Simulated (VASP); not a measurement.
Write the native input for VASP 6.6.1 that does the following.

```yaml
Task: single point
Functional: PBEsol
Potentials_or_basis: VASP PAW PBE potentials, release 64 (Cs_sv, I)
Cutoff: 500 eV
k_mesh: 4 × 4 × 4
Occupations: gaussian, width 0.01 eV
Spin: no spin polarisation
Dipole_correction: no
Further_INCAR_settings: ALGO = Normal; EDIFF = 1e-06; NBANDS = 15
```

The structure of CsI lies in POSCAR:

```
CsI
1.0
    4.5061950158      0.0000000000      0.0000000000
    0.0000000000      4.5061950158      0.0000000000
    0.0000000000      0.0000000000      4.5061950158
Cs I
1 1
Direct
    0.0000000000      0.0000000000      0.0000000000
    0.5000000000      0.5000000000      0.5000000000
```

The input as run:

INCAR

```
PREC     = Accurate       # precision mode
ENCUT    = 500            # plane-wave cutoff, eV
EDIFF    = 1E-6           # SCF threshold, eV
ISMEAR   = 0              # smearing method
SIGMA    = 0.01           # smearing width, eV
LREAL    = F              # projectors in reciprocal space
LASPH    = T              # aspherical terms in the spheres
NELM     = 120            # most SCF steps
ALGO     = Normal         # electronic algorithm
ISIF     = 2              # what is computed and relaxed
LWAVE    = F              # write WAVECAR
LCHARG   = T              # write CHGCAR
GGA      = PS             # functional
LELF     = T              # ELF
LVHAR    = T            
NBANDS   = 15             # bands
GGA_COMPAT= F
```

KPOINTS

```
Automatic mesh
0
Gamma
  4 4 4
```

Potentials or basis: VASP PAW PBE potentials, release 64 (Cs_sv, I).

The run is started by

```sh
$ cat potpaw_PBE.64/Cs_sv/POTCAR potpaw_PBE.64/I/POTCAR > POTCAR
$ mpirun -np 1 vasp_std > vasp.out
```

It gave:

```
Pressure               : 0.1 GPa
Band gap on the k mesh : 3.83 eV, indirect (least direct gap 3.91 eV)
```

Caveat: the PAW data sets were made with another functional, which shifts forces and pressure a little; spin-orbit coupling is left out, which moves the levels of the heavy elements.

Wall time 14 s on 1 thread of AMD EPYC 7R43 64-Core Processor (Zen 3), on a shared host, peak memory 0.17 GiB.
